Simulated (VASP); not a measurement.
# Ge (Fd-3m) in VASP: further runs

The runs below take Ge through relaxation of cell and atoms, with r2SCAN.

All numbers are computed with VASP 6.6.1; they aren't measurements. Logs are shortened: lines on timing, memory, paths and dates and some standing lists are left out, and cuts for length are marked.

## 1. The cell of the first run

Symmetry: Fd-3m, No. 227, cubic system. Conventional cell: a = 5.660 Å, b = 5.660 Å, c = 5.660 Å, α = 90.00°, β = 90.00°, γ = 90.00°. Ge (site symmetry -43m) has 4 Ge at 2.45 Å within 3.2 Å.

## 2. Relaxation of cell and atoms, r2SCAN

The input, POSCAR:

```
Ge
1.0
    0.0000000000      2.8300000000      2.8300000000
    2.8300000000      0.0000000000      2.8300000000
    2.8300000000      2.8300000000      0.0000000000
Ge
2
Direct
    0.0000000000      0.0000000000      0.0000000000
    0.2500000000      0.2500000000      0.2500000000
```

The input, INCAR.step1:

```
ALGO = Normal
EDIFF = 1E-4
ENCUT = 600
GGA = PE
ISMEAR = -1
LASPH = T
LCHARG = F
LREAL = F
LWAVE = T
NELM = 100
PREC = Accurate
SIGMA = 0.05
```

The input, INCAR.step2:

```
ALGO = Normal
EDIFF = 1E-6
EDIFFG = -0.03
ENCUT = 600
IBRION = 2
ISIF = 3
ISMEAR = -1
ISTART = 1
LASPH = T
LCHARG = F
LMIXTAU = T
LREAL = F
LWAVE = F
METAGGA = R2SCAN
NELM = 100
NSW = 80
PREC = Accurate
SIGMA = 0.05
```

The input, KPOINTS:

```
k-points
0
Gamma
  8 8 8
```

Potentials or basis: VASP PAW PBE potentials, release 64 (Ge_d).

The run is started by

```
> cat potpaw_PBE.64/Ge_d/POTCAR > POTCAR
> cp INCAR.step1 INCAR
> mpirun -np 1 vasp_std > vasp.out
> cp INCAR.step2 INCAR
> mpirun -np 1 vasp_std > vasp.out
```

OUTCAR:

```text
EDIFF = 1E-6
   EDIFFG = -0.03
   ENCUT = 600
   IBRION = 2
   ISIF = 3
   ISMEAR = -1
   ISTART = 1
   LASPH = T
   LREAL = F
   METAGGA = R2SCAN
   NELM = 100
   NSW = 80
   PREC = Accurate

 ion  position               nearest neighbor table
   1  0.000  0.000  0.000-   2 2.45   2 2.45   2 2.45   2 2.45
   2  0.250  0.250  0.250-   1 2.45   1 2.45   1 2.45   1 2.45

  LATTYP: Found a face centered cubic cell.
 ALAT       =     5.6600000000

  Lattice vectors:

 A1 = (   0.0000000000,   2.8300000000,   2.8300000000)
 A2 = (   2.8300000000,   0.0000000000,   2.8300000000)
 A3 = (   2.8300000000,   2.8300000000,   0.0000000000)

Analysis of symmetry for initial positions (statically):
=====================================================================
 Subroutine PRICEL returns:
 Original cell was already a primitive cell.

 Routine SETGRP: Setting up the symmetry group for a
 face centered cubic supercell.

 Subroutine GETGRP returns: Found 48 space group operations
 (whereof 24 operations were pure point group operations)
 out of a pool of 48 trial point group operations.

The static configuration has the point symmetry T_d .
 The point group associated with its full space group is O_h .

Analysis of symmetry for dynamics (positions and initial velocities):
=====================================================================
 Subroutine PRICEL returns:
 Original cell was already a primitive cell.

 Routine SETGRP: Setting up the symmetry group for a
 face centered cubic supercell.

 Subroutine GETGRP returns: Found 48 space group operations
 (whereof 24 operations were pure point group operations)
 out of a pool of 48 trial point group operations.

The dynamic configuration has the point symmetry T_d .
 The point group associated with its full space group is O_h .

 Subroutine INISYM returns: Found 48 space group operations
 (whereof 24 operations are pure point group operations),
 and found     1 'primitive' translations

----------------------------------------------------------------------------------------

                                     Primitive cell

  volume of cell :      45.3304

  direct lattice vectors                    reciprocal lattice vectors
     0.000000000  2.830000000  2.830000000    -0.176678445  0.176678445  0.176678445
     2.830000000  0.000000000  2.830000000     0.176678445 -0.176678445  0.176678445
     2.830000000  2.830000000  0.000000000     0.176678445  0.176678445 -0.176678445

  length of vectors
     4.002224382  4.002224382  4.002224382     0.306016044  0.306016044  0.306016044

  position of ions in fractional coordinates (direct lattice)
     0.000000000  0.000000000  0.000000000
     0.250000000  0.250000000  0.250000000

  ion indices of the primitive-cell ions
   primitive index   ion index
                 1           1
                 2           2

----------------------------------------------------------------------------------------

 KPOINTS: k-points

Automatic generation of k-mesh.
 Grid dimensions read from file:
 generate k-points for:    8    8    8

 Generating k-lattice:

  Cartesian coordinates                     Fractional coordinates (reciprocal lattice)
    -0.022084806  0.022084806  0.022084806     0.125000000  0.000000000  0.000000000
     0.022084806 -0.022084806  0.022084806     0.000000000  0.125000000  0.000000000
     0.022084806  0.022084806 -0.022084806     0.000000000  0.000000000  0.125000000

  Length of vectors
     0.038252005  0.038252005  0.038252005

  Shift w.r.t. Gamma in fractional coordinates (k-lattice)
     0.000000000  0.000000000  0.000000000

 Subroutine IBZKPT returns following result:
 ===========================================

 Found     29 irreducible k-points:

 Following reciprocal coordinates:
            Coordinates               Weight
  0.000000  0.000000  0.000000      1.000000
  0.125000  0.000000  0.000000      8.000000
  0.250000  0.000000  0.000000      8.000000
  0.375000  0.000000  0.000000      8.000000
  0.500000  0.000000  0.000000      4.000000
  0.125000  0.125000  0.000000      6.000000
[... 16 lines left out ...]
  0.500000  0.250000  0.125000     48.000000
 -0.375000  0.250000  0.125000     24.000000
 [... further k-points ...]
   k-points           NKPTS =     29   k-points in BZ     NKDIM =     29   number of bands    NBANDS=     18
   number of dos      NEDOS =    301   number of ions     NIONS =      2
   total plane-waves  NPLWV =  32768
   dimension x,y,z NGX =    32 NGY =   32 NGZ =   32
   dimension x,y,z NGXF=    64 NGYF=   64 NGZF=   64
   ions per type =               2
   NGX,Y,Z   is equivalent  to a cutoff of  13.29, 13.29, 13.29 a.u.
   NGXF,Y,Z  is equivalent  to a cutoff of  26.58, 26.58, 26.58 a.u.
 SYSTEM =  unknown system
   PREC   = accura    normal or accurate (medium, high low for compatibility)
   ISTART =      1    job   : 0-new  1-cont  2-samecut
   ICHARG =      0    charge: 1-file 2-atom 10-const
   ISPIN  =      1    spin polarized calculation?
   LNONCOLLINEAR =      F non collinear calculations
   LSORBIT =      F    spin-orbit coupling
   LASPH  =      T    aspherical Exc in radial PAW
   ENCUT  =  600.0 eV  44.10 Ry    6.64 a.u.   7.99  7.99  7.99*2*pi/ulx,y,z
   NELM   =    100;   NELMIN=  2; NELMDL=  0     # of ELM steps
   EDIFF  = 0.1E-05   stopping-criterion for ELM
   LREAL  =      F    real-space projection
   EDIFFG = -.3E-01   stopping-criterion for IOM
   NSW    =     80    number of steps for IOM
   IBRION =      2    ionic relax: 0-MD 1-quasi-New 2-CG
   NFREE  =      1    steps in history (QN), initial steepest desc. (CG)
   ISIF   =      3    stress and relaxation
   ISYM   =      2    0-nonsym 1-usesym 2-fastsym
   POTIM  = 0.5000    time-step for ionic-motion
   TEBEG  =    0.0;   TEEND  =   0.0 temperature during run
   PSTRESS=    0.0 pullay stress
   NELECT =      28.0000    total number of electrons
   NUPDOWN=      -1.0000    fix difference up-down
   EMIN   =  10.00;   EMAX   =-10.00  energy-range for DOS
   EFERMI =   0.00;   METHOD = LEGACY
   ISMEAR =    -1;   SIGMA  =   0.05  broadening in eV -4-tet -1-fermi 0-gaus
   EFERMI_NEDOS =   21; number of points for ismear=-14 and -15
   IALGO  =     38    algorithm
   IMIX   =      4    mixing-type and parameters
     AMIX     =   0.40;   BMIX     =  1.00
     AMIX_MAG =   1.60;   BMIX_MAG =  1.00
  volume/ion in A,a.u.               =      22.67       152.95
  Fermi-wavevector in a.u.,A,eV,Ry     =   1.394219  2.634692 26.447648  1.943847
  Thomas-Fermi vector in A             =   2.517790
   LORBIT       =      0    0 simple, 1 ext, 2 COOP (PROOUT), +10 PAW based schemes
   METAGGA = R2SCAN    functional components
   LHFCALC =     F    Hartree Fock is set to
   AEXX    =    0.0000 exact exchange contribution
   IVDW    =     0    specifies the selected vdW correction
   LEPSILON=     F    determine dielectric tensor
   LRPA    =     F    only Hartree local field effects (RPA)
 conjugate gradient relaxation of ions
 non-spin polarized calculation
  energy-cutoff  :      600.00
  volume of cell :       45.33
 maximum number of plane-waves:      1540
   NGX = 15   NGY = 15   NGZ = 15

--------------------------------------- Ionic step        1  -------------------------------------------

 number of electron      28.0000014 magnetization

 Free energy of the ion-electron system (eV)
  ---------------------------------------------------
  ext. energy  EPLUGINS =         0.00000000
  ---------------------------------------------------
  free energy    TOTEN  =       -27.73659177 eV

  energy without entropy =      -27.73647359  energy(sigma->0) =      -27.73653268

------------------------ aborting loop because EDIFF is reached ----------------------------------------

  FORCE on cell =-STRESS in cart. coord.  units (eV):
  Direction    XX          YY          ZZ          XY          YZ          ZX
  --------------------------------------------------------------------------------------
  -------------------------------------------------------------------------------------
  Total        0.1847284      0.1847284      0.1847284      0.0000000      0.0000000     -0.0000000
  in kB        6.5291254      6.5291254      6.5291254      0.0000000      0.0000000     -0.0000000
  external PRESSURE =       6.5291254 kB  Pullay stress =       0.0000000 kB
[... 57 lines left out ...]
  energy  without entropy=      -27.7368817459  energy(sigma->0) =      -27.73698875

--------------------------------------- Ionic step        3  -------------------------------------------

 number of electron      28.0000020 magnetization

 Free energy of the ion-electron system (eV)
  ---------------------------------------------------
  ext. energy  EPLUGINS =         0.00000000
  ---------------------------------------------------
  free energy    TOTEN  =       -27.73732945 eV

  energy without entropy =      -27.73716047  energy(sigma->0) =      -27.73724496

 E-fermi :   4.8828     XC(G=0): -10.7694

 val. band max:        4.7103771587   @ k =   0.0000   0.0000   0.0000
 cond. band min:       5.0246958366   @ k =   0.0000   0.0000   0.0000
 fundamental gap:      0.3143186780
 Fermi energy:         4.8827852266

 k-point     1 :       0.0000    0.0000    0.0000
  band No.  band energies     occupation
      1     -20.7706      2.00000
      2     -20.7706      2.00000
      3     -20.7706      2.00000
      4     -20.7319      2.00000
      5     -20.7319      2.00000
      6     -20.5196      2.00000
[... 10 lines left out ...]
     17       7.4199      0.00000
     18       7.4199      0.00000
[... 466 lines left out ...]
      2     -20.8051      2.00000
      3     -20.7214      2.00000
      4     -20.6682      2.00000
      5     -20.6540      2.00000
      6     -20.5995      2.00000
[... 10 lines left out ...]
     17      10.8346      0.00000
     18      12.0803      0.00000

 [... further k-points ...]
[... 5 lines left out ...]
  --------------------------------------------------------------------------------------
  -------------------------------------------------------------------------------------
  Total        0.0028457      0.0028457      0.0028457      0.0000000     -0.0000000      0.0000000
  in kB        0.0997545      0.0997545      0.0997545      0.0000000     -0.0000000      0.0000000
  external PRESSURE =       0.0997545 kB  Pullay stress =       0.0000000 kB
[... 17 lines left out ...]
  FREE ENERGIE OF THE ION-ELECTRON SYSTEM (eV)
  ---------------------------------------------------
  free  energy   TOTEN  =       -27.7373294456 eV

  energy  without entropy=      -27.7371604698  energy(sigma->0) =      -27.73724496

 reached required accuracy - stopping structural energy minimisation
```

Run time: 2.3 min. Hardware: 1 thread of Intel Xeon 6975P-C, shared host; peak memory 0.2 GiB.

Results:

```yaml
Free_energy: -27.7373 eV
Relaxed_volume: 22.85 Å³/atom
Relaxed_cell: a = 4.013 Å, b = 4.013 Å, c = 4.013 Å, α = 60.00°, β = 60.00°, γ = 60.00°
Space_group_after_relaxing_to_0.05_Å: Fd-3m (No. 227)
Energy_gained_by_relaxing: 0.4 meV/atom
Ionic_steps: 3
Pressure_after_relaxing: 0.0 GPa
Band_gap_on_the_k_mesh: 0.31 eV, direct
```

The path:
| step | energy change (eV) | largest force (eV/Å) | pressure (GPa) | volume (Å³) |
| --- | --- | --- | --- | --- |
| 1 | 0.0000 | 0.0000 | 0.65 | 45.33 |
| 2 | -0.0005 | 0.0000 | -0.26 | 45.94 |
| 3 | -0.0007 | 0.0000 | 0.01 | 45.71 |

Final structure:
```xyz
2
Lattice="0.0000 2.8378 2.8378 2.8378 0.0000 2.8378 2.8378 2.8378 0.0000" Properties=species:S:1:pos:R:3 pbc="T T T"
Ge    0.0000    0.0000    0.0000
Ge    1.4189    1.4189    1.4189
```

Caveat: the PAW data sets were made with another functional, which shifts forces and pressure a little.

## 3. Relaxation of cell and atoms, r2SCAN, target pressure 5 GPa, at which the enthalpy is minimised

POSCAR is that of step 2.

INCAR.step1 is that of step 2.

INCAR.step2: that of step 2 with these lines changed.

```diff
@@ -17,2 +17,3 @@
 PREC = Accurate
+PSTRESS = 50.0
 SIGMA = 0.05
```

KPOINTS is that of step 2.

Potentials or basis: VASP PAW PBE potentials, release 64 (Ge_d).

The run is started by

```
> cat potpaw_PBE.64/Ge_d/POTCAR > POTCAR
> cp INCAR.step1 INCAR
> mpirun -np 1 vasp_std > vasp.out
> cp INCAR.step2 INCAR
> mpirun -np 1 vasp_std > vasp.out
```

Run time: 2.4 min. Hardware: 1 thread of Intel Xeon 6975P-C, shared host; peak memory 0.2 GiB.

Results (log left out):

- Free energy: -27.6979 eV
- Relaxed volume: 21.51 Å³/atom
- Relaxed cell: a = 3.933 Å, b = 3.933 Å, c = 3.933 Å, α = 60.00°, β = 60.00°, γ = 60.00°
- Space group after relaxing (to 0.05 Å): Fd-3m (No. 227)
- Energy change on relaxing (the enthalpy is what falls): +19.4 meV/atom
- Ionic steps: 3
- Pressure after relaxing: 5.0 GPa
- Band gap on the k mesh: 0.62 eV, indirect (least direct gap 0.91 eV)

The path:
| step | energy change (eV) | largest force (eV/Å) | pressure (GPa) | volume (Å³) |
| --- | --- | --- | --- | --- |
| 1 | 0.0000 | 0.0000 | 0.65 | 45.33 |
| 2 | 0.1081 | 0.0000 | 8.88 | 41.41 |
| 3 | 0.0387 | 0.0000 | 5.05 | 43.03 |

Final structure:
```
CELL_PARAMETERS angstrom
0.00000 2.78126 2.78126
2.78126 0.00000 2.78126
2.78126 2.78126 0.00000
ATOMIC_POSITIONS crystal
Ge 0.00000 0.00000 0.00000
Ge 0.25000 0.25000 0.25000
```

Levels at points of the mesh, in eV from the valence-band top:
| k point | band 12 | band 13 | band 14 | band 15 | band 16 | band 17 |
| --- | --- | --- | --- | --- | --- | --- |
| (0.00, 0.00, 0.00) | 0.00 | 0.00 | 0.00 | 0.91 | 2.73 | 2.73 |
| (0.50, 0.00, 0.00) | -8.13 | -1.57 | -1.57 | 0.62 | 4.02 | 4.02 |
| (0.50, 0.50, 0.00) | -9.43 | -3.42 | -3.42 | 0.91 | 0.91 | 10.55 |

Caveat: the cell is relaxed towards a set pressure, so the enthalpy falls and the energy may rise; the PAW data sets were made with another functional, which shifts forces and pressure a little. r2SCAN opens gaps a little over a GGA but as a rule still falls short of measured ones.

## 4. Relaxation of cell and atoms, r2SCAN, target pressure 10 GPa, at which the enthalpy is minimised

POSCAR is that of step 3.

The input, INCAR.step1:

```
ALGO = Normal
EDIFF = 1E-4
ENCUT = 600
GGA = PE
ISMEAR = -1
LASPH = True
LCHARG = False
LREAL = False
LWAVE = True
NELM = 80
PREC = Accurate
SIGMA = 0.05
```

The input, INCAR.step2:

```
ALGO = Normal
EDIFF = 1E-7
EDIFFG = -0.03
ENCUT = 600
IBRION = 2
ISIF = 3
ISMEAR = -1
ISTART = 1
LASPH = True
LCHARG = False
LMIXTAU = True
LREAL = False
LWAVE = False
METAGGA = R2SCAN
NELM = 80
NSW = 80
PREC = Accurate
PSTRESS = 100.0
SIGMA = 0.05
```

KPOINTS is that of step 3.

The run is started by

```
> cat potpaw_PBE.64/Ge_d/POTCAR > POTCAR
> cp INCAR.step1 INCAR
> mpirun -np 1 vasp_std > vasp.out
> cp INCAR.step2 INCAR
> mpirun -np 1 vasp_std > vasp.out
```

It took 2.8 min on 1 thread of Intel Xeon 6975P-C, shared host; peak memory 0.2 GiB.

It converged, with:

```yaml
Free_energy: -27.6094 eV
Relaxed_volume: 20.54 Å³/atom
Relaxed_cell: a = 3.873 Å, b = 3.873 Å, c = 3.873 Å, α = 60.00°, β = 60.00°, γ = 60.00°
Space_group_after_relaxing_to_0.05_Å: Fd-3m (No. 227)
Energy_change_on_relaxing_the_enthalpy_is_what_falls: +63.6 meV/atom
Ionic_steps: 3
Pressure_after_relaxing: 9.8 GPa
Band_gap_on_the_k_mesh: 0.65 eV, indirect (least direct gap 1.37 eV)
```

Step by step:
```tsv
step	energy change (eV)	largest force (eV/Å)	pressure (GPa)	volume (Å³)
1	0.0000	0.0000	0.63	45.33
2	0.5240	0.0000	23.92	37.18
3	0.1272	0.0000	9.83	41.09
```

Final structure:
```
CELL_PARAMETERS angstrom
0.00000 2.73878 2.73878
2.73878 0.00000 2.73878
2.73878 2.73878 0.00000
ATOMIC_POSITIONS crystal
Ge 0.00000 0.00000 0.00000
Ge 0.25000 0.25000 0.25000
```

Levels at points of the mesh, in eV from the valence-band top:
| k point | band 11 | band 12 | band 13 | band 14 | band 15 | band 16 | band 17 | band 18 |
| --- | --- | --- | --- | --- | --- | --- | --- | --- |
| (0.00, 0.00, 0.00) | -14.12 | 0.00 | 0.00 | 0.00 | 1.37 | 2.74 | 2.74 | 2.74 |
| (0.50, 0.00, 0.00) | -11.66 | -8.39 | -1.65 | -1.65 | 0.78 | 4.03 | 4.03 | 7.71 |
| (0.50, 0.50, 0.00) | -9.63 | -9.63 | -3.60 | -3.60 | 0.84 | 0.84 | 10.97 | 10.97 |

Caveat: the cell is relaxed towards a set pressure, so the enthalpy falls and the energy may rise; the PAW data sets were made with another functional, which shifts forces and pressure a little.

[end of part 1 of 2]
